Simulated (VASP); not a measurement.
# BaS in VASP: settings compared, part 2 of 2

VASP 6.6.1.

### 3 Single point, HSE06 (strain +2.5%)

POSCAR reads:

```
BaS
1.0
    3.9299855979      0.0000000000      0.0000000000
    0.0000000000      3.9299855979      0.0000000000
    0.0000000000      0.0000000000      3.9299855979
Ba S
1 1
Direct
    0.0000000000      0.0000000000      0.0000000000
    0.5000000000      0.5000000000      0.5000000000
```

INCAR.step1 reads:

```
ALGO     = Normal         # electronic algorithm
EDIFF    = 1E-5           # SCF threshold, eV
ENCUT    = 520            # plane-wave cutoff, eV
GGA      = PE             # functional
ISIF     = 2              # what is computed and relaxed
ISMEAR   = 0              # smearing method
LASPH    = True           # aspherical terms in the spheres
LCHARG   = False          # write CHGCAR
LREAL    = False          # projectors in reciprocal space
LWAVE    = True           # write WAVECAR
NBANDS   = 15             # bands
NELM     = 80             # most SCF steps
PREC     = Accurate       # precision mode
SIGMA    = 0.01           # smearing width, eV
```

INCAR.step2 reads:

```
ALGO     = Normal         # electronic algorithm
EDIFF    = 1E-7           # SCF threshold, eV
ENCUT    = 520            # plane-wave cutoff, eV
GGA      = PE             # functional
HFSCREEN = 0.2079         # screening, 1/A
ISIF     = 2              # what is computed and relaxed
ISMEAR   = 0              # smearing method
ISTART   = 1            
LASPH    = True           # aspherical terms in the spheres
LCHARG   = False          # write CHGCAR
LHFCALC  = True           # exact exchange
LREAL    = False          # projectors in reciprocal space
LWAVE    = False          # write WAVECAR
NBANDS   = 15             # bands
NELM     = 80             # most SCF steps
PREC     = Accurate       # precision mode
PRECFOCK = Normal       
SIGMA    = 0.01           # smearing width, eV
```

KPOINTS reads:

```
k-points
0
Gamma
  4 4 4
```

Potentials or basis: VASP PAW PBE potentials, release 64 (Ba_sv, S).

The run is started by

```sh
$ cat potpaw_PBE.64/Ba_sv/POTCAR potpaw_PBE.64/S/POTCAR > POTCAR
$ cp INCAR.step1 INCAR
$ mpirun -np 1 vasp_std > vasp.out
$ cp INCAR.step2 INCAR
$ mpirun -np 1 vasp_std > vasp.out
```

OUTCAR:

```text
EDIFF = 1E-7
   ENCUT = 520
   GGA = PE
   HFSCREEN = 0.2079
   ISIF = 2
   ISMEAR = 0
   ISTART = 1
   LASPH = True
   LHFCALC = True
   LREAL = False
   NELM = 80
   PREC = Accurate
   PRECFOCK = Normal

 ion  position               nearest neighbor table
   1  0.000  0.000  0.000-   2 3.40   2 3.40   2 3.40   2 3.40   2 3.40   2 3.40   2 3.40   2 3.40

   2  0.500  0.500  0.500-   1 3.40   1 3.40   1 3.40   1 3.40   1 3.40   1 3.40   1 3.40   1 3.40

  LATTYP: Found a simple cubic cell.
 ALAT       =     3.9299855979

  Lattice vectors:

 A1 = (   3.9299855979,   0.0000000000,   0.0000000000)
 A2 = (   0.0000000000,   3.9299855979,   0.0000000000)
 A3 = (   0.0000000000,   0.0000000000,   3.9299855979)

Analysis of symmetry for initial positions (statically):
=====================================================================
 Subroutine PRICEL returns:
 Original cell was already a primitive cell.

 Routine SETGRP: Setting up the symmetry group for a
 simple cubic supercell.

 Subroutine GETGRP returns: Found 48 space group operations
[... 170 lines left out ...]
      3     -10.9446      2.00000
      4     -10.9446      2.00000
      5     -10.0440      2.00000
      6       1.8330      2.00000
      7       1.8330      2.00000
      8       1.8330      2.00000
      9       4.4349      0.00000
     10       4.4349      0.00000
     11       6.2712      0.00000
     12       9.4132      0.00000
     13       9.4132      0.00000
     14       9.4132      0.00000
[... 149 lines left out ...]
      2     -11.4737      2.00000
      3     -11.4737      2.00000
      4     -11.4737      2.00000
      5      -9.2639      2.00000
      6      -0.7240      2.00000
      7      -0.7240      2.00000
      8      -0.7240      2.00000
      9      10.0663      0.00000
     10      10.0663      0.00000
     11      10.0663      0.00000
     12      10.3500      0.00000
     13      10.3500      0.00000
     14      10.3500      0.00000
     15      11.8126      0.00000

------------------------ aborting loop because EDIFF is reached ----------------------------------------

  FORCE on cell =-STRESS in cart. coord.  units (eV):
  Direction    XX          YY          ZZ          XY          YZ          ZX
  --------------------------------------------------------------------------------------
  -------------------------------------------------------------------------------------
  Total       -1.0321719     -1.0321719     -1.0321719      0.0000000      0.0000000     -0.0000000
  in kB      -27.2451843    -27.2451843    -27.2451843      0.0000000      0.0000000     -0.0000000
  external PRESSURE =     -27.2451843 kB  Pullay stress =       0.0000000 kB

 VOLUME and BASIS-vectors are now :
 -----------------------------------------------------------------------------
  energy-cutoff  :      520.00
  volume of cell :       60.70
      direct lattice vectors                 reciprocal lattice vectors
     3.929985598  0.000000000  0.000000000     0.254453859  0.000000000  0.000000000
     0.000000000  3.929985598  0.000000000     0.000000000  0.254453859  0.000000000
     0.000000000  0.000000000  3.929985598     0.000000000  0.000000000  0.254453859

 POSITION                                       TOTAL-FORCE (eV/Angst)
 -----------------------------------------------------------------------------------
      0.00000      0.00000      0.00000         0.000000      0.000000      0.000000
      1.96499      1.96499      1.96499         0.000000      0.000000      0.000000
 -----------------------------------------------------------------------------------
    total drift:                               -0.000000     -0.000000     -0.000000

  FREE ENERGIE OF THE ION-ELECTRON SYSTEM (eV)
  ---------------------------------------------------
  free  energy   TOTEN  =       -11.0645648518 eV

  energy  without entropy=      -11.0645648518  energy(sigma->0) =      -11.06456485
```

OSZICAR.step1:

```text
N       E                     dE             d eps       ncg     rms          rms(c)
DAV:   1     0.824923899041E+02    0.82492E+02   -0.72162E+03   300   0.950E+02
DAV:   2    -0.556055066403E+01   -0.88053E+02   -0.80887E+02   427   0.175E+02
DAV:   3    -0.101174093670E+02   -0.45569E+01   -0.45286E+01   444   0.408E+01
DAV:   4    -0.101857969412E+02   -0.68388E-01   -0.68386E-01   352   0.470E+00
DAV:   5    -0.101866297327E+02   -0.83279E-03   -0.83277E-03   421   0.445E-01    0.440E+00
DAV:   6    -0.972853991477E+01    0.45809E+00   -0.49590E-01   356   0.479E+00    0.314E+00
DAV:   7    -0.971448421518E+01    0.14056E-01   -0.18000E-01   377   0.254E+00    0.172E+00
DAV:   8    -0.972069770779E+01   -0.62135E-02   -0.41668E-02   335   0.125E+00    0.286E-01
DAV:   9    -0.971922405228E+01    0.14737E-02   -0.51216E-03   384   0.437E-01    0.102E-01
DAV:  10    -0.971964125527E+01   -0.41720E-03   -0.91730E-04   335   0.226E-01    0.252E-02
DAV:  11    -0.971965935462E+01   -0.18099E-04   -0.11977E-04   377   0.842E-02    0.229E-02
DAV:  12    -0.971966114700E+01   -0.17924E-05   -0.13236E-05   304   0.228E-02
   1 F= -.97196611E+01 E0= -.97196611E+01  d E =-.412278E-19
```

Run time: 4.2 min. Hardware: 1 thread of Intel Xeon 6975P-C (Granite Rapids), shared host; peak memory 0.28 GiB.

Results:

| Quantity | Value |
| --- | --- |
| Free energy | -11.0646 eV |
| Pressure | -2.7 GPa |
| Band gap on the k mesh | 2.44 eV (least direct gap 2.60 eV) |

Caveat: the cell differs from its parent crystal (strain +2.5%); the structure was generated, so it needn't be the stable form of BaS; the PAW data sets were made with another functional, which shifts forces and pressure a little; spin-orbit coupling is left out, which moves the levels of the heavy elements. A k mesh can miss the band edges.

### 4 Single point, HSE06 (epitaxial xy strain -2.9%)

POSCAR reads:

```
BaS
1.0
    3.7218125241      0.0000000000      0.0000000000
    0.0000000000      3.7218125241      0.0000000000
    0.0000000000      0.0000000000      3.8610529440
Ba S
1 1
Direct
    0.0000000000      0.0000000000      0.0000000000
    0.5000000000      0.5000000000      0.5000000000
```

INCAR.step1 reads:

```
SYSTEM = BaS
PREC     = Accurate       ! precision mode
ENCUT    = 520            ! plane-wave cutoff, eV
EDIFF    = 1E-5           ! SCF threshold, eV
ISMEAR   = 0              ! smearing method
SIGMA    = 0.01           ! smearing width, eV
LREAL    = .False.        ! projectors in reciprocal space
LASPH    = .True.         ! aspherical terms in the spheres
NELM     = 100            ! most SCF steps
ALGO     = Normal         ! electronic algorithm
ISIF     = 2              ! what is computed and relaxed
LWAVE    = .True.         ! write WAVECAR
GGA      = PE             ! functional
NBANDS   = 15             ! bands
```

INCAR.step2 reads:

```
SYSTEM = BaS
PREC     = Accurate       ! precision mode
ENCUT    = 520            ! plane-wave cutoff, eV
EDIFF    = 1E-6           ! SCF threshold, eV
ISMEAR   = 0              ! smearing method
SIGMA    = 0.01           ! smearing width, eV
LREAL    = .False.        ! projectors in reciprocal space
LASPH    = .True.         ! aspherical terms in the spheres
NELM     = 100            ! most SCF steps
ALGO     = Normal         ! electronic algorithm
ISIF     = 2              ! what is computed and relaxed
LWAVE    = .False.        ! write WAVECAR
LCHARG   = .True.         ! write CHGCAR
GGA      = PE             ! functional
LHFCALC  = .True.         ! exact exchange
HFSCREEN = 0.2079         ! screening, 1/A
PRECFOCK = Normal       
LELF     = .True.         ! ELF
LVHAR    = .True.       
ISTART   = 1            
NBANDS   = 15             ! bands
```

KPOINTS reads:

```
Automatic mesh
0
Gamma
  4 4 4
  0 0 0
```

The run is started by

```sh
$ cat potpaw_PBE.64/Ba_sv/POTCAR potpaw_PBE.64/S/POTCAR > POTCAR
$ cp INCAR.step1 INCAR
$ mpirun -np 1 vasp_std > vasp.out
$ cp INCAR.step2 INCAR
$ mpirun -np 1 vasp_std > vasp.out
```

It took 6.9 min on 1 thread of Intel Xeon 6975P-C (Granite Rapids), shared host; peak memory 0.28 GiB.

It converged, with:

```yaml
Free_energy: -11.0448 eV
Pressure: 3.4 GPa
Band_gap_on_the_k_mesh: 2.11 eV (least direct gap 2.20 eV)
```

Stress tensor (GPa, compression positive):
```
4.93 0.00 0.00
0.00 4.93 0.00
0.00 0.00 0.35
```

Levels at points of the mesh, in eV from the valence-band top:
| k point | band 4 | band 5 | band 6 | band 7 | band 8 | band 9 | band 10 | band 11 | band 12 | band 13 |
| --- | --- | --- | --- | --- | --- | --- | --- | --- | --- | --- |
| (0.00, 0.00, 0.00) | -12.63 | -12.45 | -0.37 | -0.10 | -0.10 | 2.11 | 2.16 | 5.23 | 7.73 | 7.73 |
| (0.50, 0.00, 0.00) | -12.45 | -10.73 | -3.41 | -1.20 | -0.77 | 3.44 | 7.28 | 7.68 | 8.32 | 8.41 |
| (0.50, 0.50, 0.00) | -12.41 | -11.90 | -1.66 | -1.66 | -0.28 | 3.19 | 3.97 | 5.01 | 5.01 | 10.83 |
| (0.00, 0.00, 0.50) | -12.49 | -10.65 | -3.40 | -0.84 | -0.84 | 3.24 | 7.17 | 7.43 | 8.62 | 8.75 |
| (0.50, 0.00, 0.50) | -12.36 | -11.99 | -1.68 | -1.55 | 0.00 | 3.02 | 4.51 | 5.33 | 5.59 | 10.31 |
| (0.50, 0.50, 0.50) | -13.26 | -11.47 | -3.35 | -3.34 | -3.34 | 8.67 | 8.89 | 9.02 | 9.02 | 9.27 |

Caveat: the k points lie up to 0.42 Å⁻¹ apart; the cell differs from its parent crystal (epitaxial xy strain -2.9%); the structure was generated, so it needn't be the stable form of BaS; the PAW data sets were made with another functional, which shifts forces and pressure a little; spin-orbit coupling is left out, which moves the levels of the heavy elements. A k mesh can miss the band edges.

### 5 Single point, HSE06 (uniaxial x strain +3.4%)

POSCAR reads:

```
BaS
1.0
    3.9656395498      0.0000000000      0.0000000000
    0.0000000000      3.8337582655      0.0000000000
    0.0000000000      0.0000000000      3.8337582655
Ba S
1 1
Direct
    0.0000000000      0.0000000000      0.0000000000
    0.5000000000      0.5000000000      0.5000000000
```

INCAR.step1 reads:

```
PREC = Accurate ; ENCUT = 520
EDIFF = 1E-5 ; ISMEAR = 0
SIGMA = 0.01 ; LREAL = F
LASPH = T ; NELM = 100
ALGO = Normal ; ISIF = 2
LWAVE = T ; LCHARG = F
GGA = PE ; NBANDS = 15
```

INCAR.step2 reads:

```
PREC = Accurate ; ENCUT = 520
EDIFF = 1E-6 ; ISMEAR = 0
SIGMA = 0.01 ; LREAL = F
LASPH = T ; NELM = 100
ALGO = Normal ; ISIF = 2
LWAVE = F ; LCHARG = F
GGA = PE ; LHFCALC = T
HFSCREEN = 0.2079 ; PRECFOCK = Normal
ISTART = 1 ; NBANDS = 15
```

KPOINTS reads:

```
regular mesh
0
Gamma
  4 4 4
```

The run is started by

```sh
$ cat potpaw_PBE.64/Ba_sv/POTCAR potpaw_PBE.64/S/POTCAR > POTCAR
$ cp INCAR.step1 INCAR
$ mpirun -np 1 vasp_std > vasp.out
$ cp INCAR.step2 INCAR
$ mpirun -np 1 vasp_std > vasp.out
```

It took 6.6 min on 1 thread of Intel Xeon 6975P-C (Granite Rapids), shared host; peak memory 0.28 GiB.

Results (log left out):

* Free energy: -11.0775 eV
* Pressure: -1.1 GPa
* Band gap on the k mesh: 2.27 eV (least direct gap 2.42 eV)

Stress tensor (GPa, compression positive):
```
-3.74  0.00  0.00
 0.00  0.18  0.00
 0.00  0.00  0.18
```

Levels at points of the mesh, in eV from the valence-band top:
```
           k point  band 6  band 7  band 8  band 9  band 10  band 11
(0.00, 0.00, 0.00)   -0.39   -0.15   -0.15    2.27     2.31     4.51
(0.50, 0.00, 0.00)   -3.15   -0.73   -0.73    3.27     6.71     7.48
(0.00, 0.50, 0.00)   -3.15   -1.03   -0.67    3.44     7.13     7.32
(0.50, 0.50, 0.00)   -1.64   -1.54    0.00    2.96     4.31     5.24
(0.00, 0.50, 0.50)   -1.61   -1.61   -0.23    3.15     3.85     4.97
(0.50, 0.50, 0.50)   -2.97   -2.96   -2.96    8.05     8.36     8.36
```

Caveat: the cell differs from its parent crystal (uniaxial x strain +3.4%); the structure was generated, so it needn't be the stable form of BaS; the PAW data sets were made with another functional, which shifts forces and pressure a little; spin-orbit coupling is left out, which moves the levels of the heavy elements. A k mesh can miss the band edges.

### 6 Summary

```csv
level,cell,k mesh,grid for exact exchange (PRECFOCK),share of exact exchange,screening parameter,gap on the mesh (eV),pressure (GPa)
r2SCAN,"a = 3.966, b = 3.834, c = 3.834 Å, 2 atoms",6 × 6 × 6,-,-,-,1.75,-0.7
HSE06,"a = 3.930 Å, 2 atoms",4 × 4 × 4,Normal,0.25,0.2079 1/Å,2.44,-2.7
HSE06,"a = 3.722, b = 3.722, c = 3.861 Å, 2 atoms",4 × 4 × 4,Normal,0.25,0.2079 1/Å,2.11,3.4
HSE06,"a = 3.966, b = 3.834, c = 3.834 Å, 2 atoms",4 × 4 × 4,Normal,0.25,0.2079 1/Å,2.27,-1.1
```

Alike in all rows: task single point; potentials or basis VASP PAW PBE potentials, release 64 (Ba_sv, S); no spin polarisation; cutoff (eV) 520; smearing gaussian 0.01 eV.

Caveats: some runs use coarse meshes; the structure was generated, so it needn't be the stable form of BaS; the PAW data sets were made with another functional, which shifts forces and pressure a little; spin-orbit coupling is left out, which moves the levels of the heavy elements.

Absolute energies hang on the potentials; compare differences alone.
